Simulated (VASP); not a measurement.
# Ga2SnSe4 (P-3m1) in VASP: single point with PBE

Aim: the single point of Ga2SnSe4 with PBE.

Program: VASP 6.6.1. These are calculated values, not measurements. Logs are shortened: lines on timing, memory, paths and dates and some standing lists are left out, and cuts for length are marked.

### 1 The cell of the first run

Symmetry: P-3m1, No. 164, trigonal system. The conventional cell has a = 4.087 Å, b = 4.087 Å, c = 13.072 Å, α = 90.00°, β = 90.00°, γ = 120.00°. Ga (site symmetry 3m) has 4 Se at 2.36 to 2.71 Å within 3.1 Å. Within 4.1 Å of Sn (site symmetry -3m) lie 6 Se at 3.03 Å and 6 Ga at 4.01 Å and 6 Sn at 4.09 Å. Se (site symmetry 3m) has 1 Ga at 2.36 Å and 3 Se at 3.01 Å within 3.1 Å. Within 3.6 Å of Se (site symmetry 3m) lie 3 Ga at 2.71 Å and 3 Sn at 3.03 Å.

### 2 Single point, PBE

INCAR

```
SYSTEM = Ga2SnSe4
PREC = Accurate
ENCUT = 500
EDIFF = 1E-6
ISMEAR = 0
SIGMA = 0.15
LREAL = .False.
LASPH = .True.
NELM = 120
ALGO = Normal
ISIF = 2
LWAVE = .False.
LCHARG = .False.
GGA = PE
NBANDS = 41
GGA_COMPAT = .False.
```

KPOINTS

```
regular mesh
0
Gamma
  4 4 1
  0 0 0
```

POSCAR

```
Ga2SnSe4
1.0
    4.0874477847      0.0000000000      0.0000000000
   -2.0437238923      3.5398336182      0.0000000000
    0.0000000000      0.0000000000     13.0721387989
Ga Sn Se
2 1 4
Direct
    0.6666666667      0.3333333333      0.2475432281
    0.3333333333      0.6666666667      0.7524567719
    0.0000000000      0.0000000000      0.0000000000
    0.6666666667      0.3333333333      0.4282979088
    0.3333333333      0.6666666667      0.1449952867
    0.3333333333      0.6666666667      0.5717020912
    0.6666666667      0.3333333333      0.8550047133
```

Potentials or basis: VASP PAW PBE potentials, release 64 (Ga_d, Sn_d, Se).

Command:

```sh
cat potpaw_PBE.64/Ga_d/POTCAR potpaw_PBE.64/Sn_d/POTCAR potpaw_PBE.64/Se/POTCAR > POTCAR
mpirun -np 1 vasp_std > vasp.out
```

OUTCAR:

```text
SYSTEM = Ga2SnSe4
   PREC = Accurate
   ENCUT = 500
   EDIFF = 1E-6
   ISMEAR = 0
   LREAL = .False.
   LASPH = .True.
   NELM = 120
   ISIF = 2
   GGA = PE

 ion  position               nearest neighbor table
   1  0.667  0.333  0.248-   4 2.36   5 2.71   5 2.71   5 2.71
   2  0.333  0.667  0.752-   6 2.36   7 2.71   7 2.71   7 2.71
   3  0.000  0.000  0.000-   5 3.03   7 3.03   5 3.03   7 3.03   7 3.03   5 3.03
   4  0.667  0.333  0.428-   1 2.36
   5  0.333  0.667  0.145-   1 2.71   1 2.71   1 2.71   3 3.03   3 3.03   3 3.03
   6  0.333  0.667  0.572-   2 2.36
   7  0.667  0.333  0.855-   2 2.71   2 2.71   2 2.71   3 3.03   3 3.03   3 3.03

  LATTYP: Found a hexagonal cell.
 ALAT       =     4.0874477847
 C/A-ratio  =     3.1981176244

  Lattice vectors:

 A1 = (   4.0874477847,   0.0000000000,   0.0000000000)
 A2 = (  -2.0437238923,   3.5398336182,   0.0000000000)
 A3 = (   0.0000000000,   0.0000000000,  13.0721387989)

Analysis of symmetry for initial positions (statically):
=====================================================================
 Subroutine PRICEL returns:
 Original cell was already a primitive cell.

 Routine SETGRP: Setting up the symmetry group for a
 hexagonal supercell.

 Subroutine GETGRP returns: Found 12 space group operations
 (whereof 12 operations were pure point group operations)
 out of a pool of 24 trial point group operations.

The static configuration has the point symmetry D_3d.

Analysis of symmetry for dynamics (positions and initial velocities):
=====================================================================
 Subroutine PRICEL returns:
 Original cell was already a primitive cell.

 Routine SETGRP: Setting up the symmetry group for a
 hexagonal supercell.

 Subroutine GETGRP returns: Found 12 space group operations
 (whereof 12 operations were pure point group operations)
 out of a pool of 24 trial point group operations.

The dynamic configuration has the point symmetry D_3d.

 Subroutine INISYM returns: Found 12 space group operations
 (whereof 12 operations are pure point group operations),
 and found     1 'primitive' translations

----------------------------------------------------------------------------------------

                                     Primitive cell

  volume of cell :     189.1393

  direct lattice vectors                    reciprocal lattice vectors
     4.087447785  0.000000000  0.000000000     0.244651443  0.141249577  0.000000000
    -2.043723892  3.539833618  0.000000000     0.000000000  0.282499153  0.000000000
     0.000000000  0.000000000 13.072138799     0.000000000  0.000000000  0.076498576

  length of vectors
     4.087447785  4.087447785 13.072138799     0.282499153  0.282499153  0.076498576

  position of ions in fractional coordinates (direct lattice)
     0.666666667  0.333333333  0.247543228
     0.333333333  0.666666667  0.752456772
     0.000000000  0.000000000  0.000000000
     0.666666667  0.333333333  0.428297909
     0.333333333  0.666666667  0.144995287
     0.333333333  0.666666667  0.571702091
     0.666666667  0.333333333  0.855004713

  ion indices of the primitive-cell ions
   primitive index   ion index
                 1           1
                 2           2
                 3           3
                 4           4
                 5           5
                 6           6
                 7           7

----------------------------------------------------------------------------------------

 KPOINTS: regular mesh

Automatic generation of k-mesh.
 Grid dimensions read from file:
 generate k-points for:    4    4    1

 Generating k-lattice:

  Cartesian coordinates                     Fractional coordinates (reciprocal lattice)
     0.061162861  0.035312394  0.000000000     0.250000000 -0.000000000  0.000000000
     0.000000000  0.070624788  0.000000000     0.000000000  0.250000000  0.000000000
     0.000000000  0.000000000  0.076498576     0.000000000  0.000000000  1.000000000

  Length of vectors
     0.070624788  0.070624788  0.076498576

  Shift w.r.t. Gamma in fractional coordinates (k-lattice)
     0.000000000  0.000000000  0.000000000

 Subroutine IBZKPT returns following result:
 ===========================================

 Found      4 irreducible k-points:

 Following reciprocal coordinates:
            Coordinates               Weight
  0.000000  0.000000  0.000000      1.000000
  0.250000  0.000000  0.000000      6.000000
  0.500000  0.000000  0.000000      3.000000
  0.250000  0.250000  0.000000      6.000000
   k-points           NKPTS =      4   k-points in BZ     NKDIM =      4   number of bands    NBANDS=     41
   number of dos      NEDOS =    301   number of ions     NIONS =      7
   total plane-waves  NPLWV =  86400
   dimension x,y,z NGX =    30 NGY =   30 NGZ =   96
   dimension x,y,z NGXF=    60 NGYF=   60 NGZF=  192
   ions per type =               2   1   4
   NGX,Y,Z   is equivalent  to a cutoff of  12.20, 12.20, 12.21 a.u.
   NGXF,Y,Z  is equivalent  to a cutoff of  24.40, 24.40, 24.42 a.u.
 SYSTEM =  Ga2SnSe4
   PREC   = accura    normal or accurate (medium, high low for compatibility)
   ISTART =      0    job   : 0-new  1-cont  2-samecut
   ICHARG =      2    charge: 1-file 2-atom 10-const
   ISPIN  =      1    spin polarized calculation?
   LNONCOLLINEAR =      F non collinear calculations
   LSORBIT =      F    spin-orbit coupling
   LASPH  =      T    aspherical Exc in radial PAW
   ENCUT  =  500.0 eV  36.75 Ry    6.06 a.u.   7.45  7.45 23.83*2*pi/ulx,y,z
   NELM   =    120;   NELMIN=  2; NELMDL= -5     # of ELM steps
   EDIFF  = 0.1E-05   stopping-criterion for ELM
   LREAL  =      F    real-space projection
   EDIFFG = 0.1E-04   stopping-criterion for IOM
   NSW    =      0    number of steps for IOM
   IBRION =     -1    ionic relax: 0-MD 1-quasi-New 2-CG
   NFREE  =      0    steps in history (QN), initial steepest desc. (CG)
   ISIF   =      2    stress and relaxation
   ISYM   =      2    0-nonsym 1-usesym 2-fastsym
   POTIM  = 0.5000    time-step for ionic-motion
   TEBEG  =    0.0;   TEEND  =   0.0 temperature during run
   PSTRESS=    0.0 pullay stress
   NELECT =      64.0000    total number of electrons
   NUPDOWN=      -1.0000    fix difference up-down
   EMIN   =  10.00;   EMAX   =-10.00  energy-range for DOS
   EFERMI =   0.00;   METHOD = LEGACY
   ISMEAR =     0;   SIGMA  =   0.15  broadening in eV -4-tet -1-fermi 0-gaus
   EFERMI_NEDOS =   21; number of points for ismear=-14 and -15
   IALGO  =     38    algorithm
   IMIX   =      4    mixing-type and parameters
     AMIX     =   0.40;   BMIX     =  1.00
     AMIX_MAG =   1.60;   BMIX_MAG =  1.00
  volume/ion in A,a.u.               =      27.02       182.34
  Fermi-wavevector in a.u.,A,eV,Ry     =   1.140795  2.155790 17.706800  1.301413
  Thomas-Fermi vector in A             =   2.277496
   LORBIT       =      0    0 simple, 1 ext, 2 COOP (PROOUT), +10 PAW based schemes
   GGA     = PE    functional components
   LHFCALC =     F    Hartree Fock is set to
   AEXX    =    0.0000 exact exchange contribution
   IVDW    =     0    specifies the selected vdW correction
   LEPSILON=     F    determine dielectric tensor
   LRPA    =     F    only Hartree local field effects (RPA)
 non-spin polarized calculation
 Gauss-broadening in eV      SIGMA  =   0.15
  energy-cutoff  :      500.00
  volume of cell :      189.14
 maximum number of plane-waves:      4821
 NGX is ok and might be reduce to    30
   NGX = 15   NGY = 15   NGZ = 47

 number of electron      63.9999984 magnetization

 Free energy of the ion-electron system (eV)
  ---------------------------------------------------
  ext. energy  EPLUGINS =         0.00000000
  ---------------------------------------------------
  free energy    TOTEN  =       -24.41246485 eV

  energy without entropy =      -24.32924454  energy(sigma->0) =      -24.37085470

 E-fermi :   3.8086     XC(G=0):  -9.1485

 val. band max:        3.7892905319   @ k =   0.2500   0.0000   0.0000
 cond. band min:       3.8826558088   @ k =   0.5000   0.0000   0.0000
 fundamental gap:      0.0933652769
 Fermi energy:         3.8085899612

 k-point     1 :       0.0000    0.0000    0.0000
  band No.  band energies     occupation
      1     -18.3813      2.00000
      2     -18.3813      2.00000
      3     -18.3233      2.00000
      4     -18.3233      2.00000
      5     -18.3151      2.00000
      6     -11.5708      2.00000
[... 33 lines left out ...]
     40       7.2139      0.00000
     41       8.5195      0.00000

 k-point     2 :       0.2500    0.0000    0.0000
  band No.  band energies     occupation
      1     -18.3840      2.00000
      2     -18.3703      2.00000
      3     -18.3317      2.00000
      4     -18.3249      2.00000
      5     -18.3089      2.00000
      6     -11.5592      2.00000
[... 33 lines left out ...]
     40       7.8608      0.00000
     41       8.6232      0.00000

 k-point     3 :       0.5000    0.0000    0.0000
  band No.  band energies     occupation
      1     -18.3876      2.00000
      2     -18.3593      2.00000
      3     -18.3395      2.00000
      4     -18.3265      2.00000
      5     -18.3024      2.00000
      6     -11.5684      2.00000
[... 33 lines left out ...]
     40       8.0087      0.00000
     41       8.3787      0.00000

 k-point     4 :       0.2500    0.2500    0.0000
  band No.  band energies     occupation
      1     -18.3797      2.00000
      2     -18.3664      2.00000
      3     -18.3363      2.00000
      4     -18.3298      2.00000
      5     -18.3030      2.00000
      6     -11.5645      2.00000
[... 33 lines left out ...]
     40       8.5542      0.00000
     41       8.7141      0.00000

------------------------ aborting loop because EDIFF is reached ----------------------------------------

  FORCE on cell =-STRESS in cart. coord.  units (eV):
  Direction    XX          YY          ZZ          XY          YZ          ZX
  --------------------------------------------------------------------------------------
  -------------------------------------------------------------------------------------
  Total        0.1026648      0.1026648      0.0633105      0.0000000      0.0000000      0.0000000
  in kB        0.8696618      0.8696618      0.5362958      0.0000000      0.0000000      0.0000000
  external PRESSURE =       0.7585398 kB  Pullay stress =       0.0000000 kB

 VOLUME and BASIS-vectors are now :
 -----------------------------------------------------------------------------
  energy-cutoff  :      500.00
  volume of cell :      189.14
      direct lattice vectors                 reciprocal lattice vectors
     4.087447785  0.000000000  0.000000000     0.244651443  0.141249577  0.000000000
    -2.043723892  3.539833618  0.000000000     0.000000000  0.282499153  0.000000000
     0.000000000  0.000000000 13.072138799     0.000000000  0.000000000  0.076498576

 POSITION                                       TOTAL-FORCE (eV/Angst)
 -----------------------------------------------------------------------------------
      2.04372      1.17994      3.23592         0.000000     -0.000000      0.000911
     -0.00000      2.35989      9.83622         0.000000      0.000000     -0.000911
      0.00000      0.00000      0.00000        -0.000000      0.000000      0.000000
      2.04372      1.17994      5.59877        -0.000000      0.000000     -0.001729
     -0.00000      2.35989      1.89540        -0.000000     -0.000000     -0.009308
     -0.00000      2.35989      7.47337         0.000000     -0.000000      0.001729
      2.04372      1.17994     11.17674         0.000000      0.000000      0.009308
 -----------------------------------------------------------------------------------
    total drift:                                0.000000      0.000000      0.000000

  FREE ENERGIE OF THE ION-ELECTRON SYSTEM (eV)
  ---------------------------------------------------
  free  energy   TOTEN  =       -24.4124648498 eV

  energy  without entropy=      -24.3292445431  energy(sigma->0) =      -24.37085470
```

Wall time 3.2 min (1 thread of Intel Xeon 8259CL, shared host); peak memory 0.28 GiB.

Results:

- Free energy: -24.4125 eV
- Pressure: 0.1 GPa
- Largest force: 0.009 eV/Å
- Band gap on the k mesh: zero (bands 32 and 33 overlap by 0.03 eV)

Forces on the atoms (eV/Å):
```
Ga   0.000  0.000  0.001
Ga   0.000  0.000 -0.001
Sn   0.000  0.000  0.000
Se   0.000  0.000 -0.002
Se   0.000  0.000 -0.009
Se   0.000  0.000  0.002
Se   0.000  0.000  0.009
```

Caveat: the k points lie up to 0.48 Å⁻¹ apart; spin-orbit coupling is left out, which moves the levels of the heavy elements.
